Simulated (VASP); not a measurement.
Write the native input for VASP 6.6.1 that does the following.

- Task: single point
- Functional: r2SCAN
- Potentials or basis: VASP PAW PBE potentials, release 64 (Ga_d, P)
- Cutoff: 520 eV
- k mesh: 8 × 8 × 8
- Occupations: gaussian, width 0.01 eV
- Spin: non-collinear spin, zero start, spin-orbit coupling
- Starting moments: [[0.0, 0.0, 0.0], [0.0, 0.0, 0.0]] μB
- Dipole correction: no
- Further INCAR settings: ALGO = Normal; EDIFF = 1e-07; NBANDS = 30

The system is GaP.

```
Ga P
1.0
     0.00000    2.77991    2.77991
     2.77991    0.00000    2.77991
     2.77991    2.77991    0.00000
Ga P
1 1
Direct
  0.00000 0.00000 0.00000
  0.25000 0.25000 0.25000
```

This cell differs from its parent crystal: strain +2.0%.

These files were run (other wordings do the same):

POSCAR

```
GaP
1.0
    0.0000000000      2.7799072732      2.7799072732
    2.7799072732      0.0000000000      2.7799072732
    2.7799072732      2.7799072732      0.0000000000
Ga P
1 1
Direct
    0.0000000000      0.0000000000      0.0000000000
    0.2500000000      0.2500000000      0.2500000000
```

INCAR.step1

```
SYSTEM = GaP
PREC = Accurate
ENCUT = 520
ISMEAR = 0
SIGMA = 0.01
LREAL = .False.
LASPH = .True.
NELM = 150
LNONCOLLINEAR = .True.
MAGMOM = 0 0 0 0 0 0
LSORBIT = .True.
GGA_COMPAT = .False.
NBANDS = 30
GGA = PE
ALGO = Normal
EDIFF = 1E-4
LWAVE = .True.
LCHARG = .False.
```

INCAR.step2

```
SYSTEM = GaP
PREC = Accurate
ENCUT = 520
EDIFF = 1E-7
ISMEAR = 0
SIGMA = 0.01
LREAL = .False.
LASPH = .True.
NELM = 150
ALGO = Normal
ISIF = 2
LWAVE = .False.
LCHARG = .True.
LNONCOLLINEAR = .True.
MAGMOM = 0 0 0 0 0 0
LORBIT = 11
LSORBIT = .True.
GGA_COMPAT = .False.
LORBMOM = .True.
METAGGA = R2SCAN
LMIXTAU = .True.
LVHAR = .True.
NBANDS = 30
ISTART = 1
```

KPOINTS

```
regular mesh
0
Gamma
  8 8 8
  0 0 0
```

Potentials or basis: VASP PAW PBE potentials, release 64 (Ga_d, P).

Command:

```bash
$ cat potpaw_PBE.64/Ga_d/POTCAR potpaw_PBE.64/P/POTCAR > POTCAR
$ cp INCAR.step1 INCAR
$ mpirun -np 1 vasp_ncl > vasp.out
$ cp INCAR.step2 INCAR
$ mpirun -np 1 vasp_ncl > vasp.out
```

It gave:

```json
{"Pressure": "-4.6 GPa", "Net moment": "0.00 μB per cell", "Valence electrons inside the program's atomic spheres": "Ga 11.62; P 2.52"}
```

Caveat: the cell differs from its parent crystal (strain +2.0%); the cell stands under tension; the PAW data sets were made with another functional, which shifts forces and pressure a little.

Wall time 13 min on 1 thread of Intel(R) Xeon(R) Platinum 8259CL CPU @ 2.50GHz (Skylake/Cascade Lake), with other jobs on the host, peak memory 0.37 GiB.
